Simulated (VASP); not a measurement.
Here is a VASP 6.6.1 calculation.

INCAR

```
PREC = Accurate ; ENCUT = 600
EDIFF = 1E-7 ; ISMEAR = 0
SIGMA = 0.2 ; LREAL = False
LASPH = True ; NELM = 120
ALGO = Normal ; ISIF = 3
LWAVE = False ; LCHARG = False
GGA = PE ; IBRION = 2
NSW = 36 ; EDIFFG = -0.08
GGA_COMPAT = False ; NELMIN = 4
```

File KPOINTS:

```
regular mesh
0
Gamma
  3 3 4
```

File POSCAR:

```
AlCu6
1.0
    5.4407582500      0.0000000000      0.0000000000
    0.0000000000      5.4407582500      0.0000000000
    0.0000000000      0.0000000000      3.8121963900
Al Cu
1 6
Direct
    0.0000000000      0.0000000000      0.5000000000
    0.7267242000      0.0000000000      0.0000000000
    0.2732758000      0.0000000000      0.0000000000
    0.0000000000      0.7267242000      0.0000000000
    0.0000000000      0.2732758000      0.0000000000
    0.5000000000      0.0000000000      0.5000000000
    0.0000000000      0.5000000000      0.5000000000
```

Potentials or basis: VASP PAW PBE potentials, release 64 (Al, Cu).

Run with:

```console
$ cat potpaw_PBE.64/Al/POTCAR potpaw_PBE.64/Cu/POTCAR > POTCAR
$ mpirun -np 1 vasp_std > vasp.out
```

Task: What does it give for the space group after relaxing (to 0.1 Å)?

Result: P4/mmm (No. 123).

Task: Estimate the relaxed volume.

Result: 19.63 Å³/atom.

Task: What does it give for the relaxed cell?

Result: a = 5.766 Å, b = 5.766 Å, c = 4.132 Å, α = 90.00°, β = 90.00°, γ = 90.00°.

Final structure:
```cif
data_structure
_symmetry_space_group_name_H-M 'P 1'
_symmetry_Int_Tables_number 1
_cell_length_a 5.7664
_cell_length_b 5.7664
_cell_length_c 4.1319
_cell_angle_alpha 90.000
_cell_angle_beta 90.000
_cell_angle_gamma 90.000
_cell_volume 137.39
loop_
_atom_site_label
_atom_site_type_symbol
_atom_site_fract_x
_atom_site_fract_y
_atom_site_fract_z
_atom_site_occupancy
Al1 Al 0.00000 0.00000 0.50000 1
Cu1 Cu 0.70994 0.00000 0.00000 1
Cu2 Cu 0.29006 0.00000 0.00000 1
Cu3 Cu 0.00000 0.70994 0.00000 1
Cu4 Cu 0.00000 0.29006 0.00000 1
Cu5 Cu 0.50000 0.00000 0.50000 1
Cu6 Cu 0.00000 0.50000 0.50000 1
```

Caveat: the k points lie up to 0.38 Å⁻¹ apart in the final cell, too coarse for converged energies and pressures of a metal; the volume moved by over 15 % at a fixed basis, so the end points are rough.
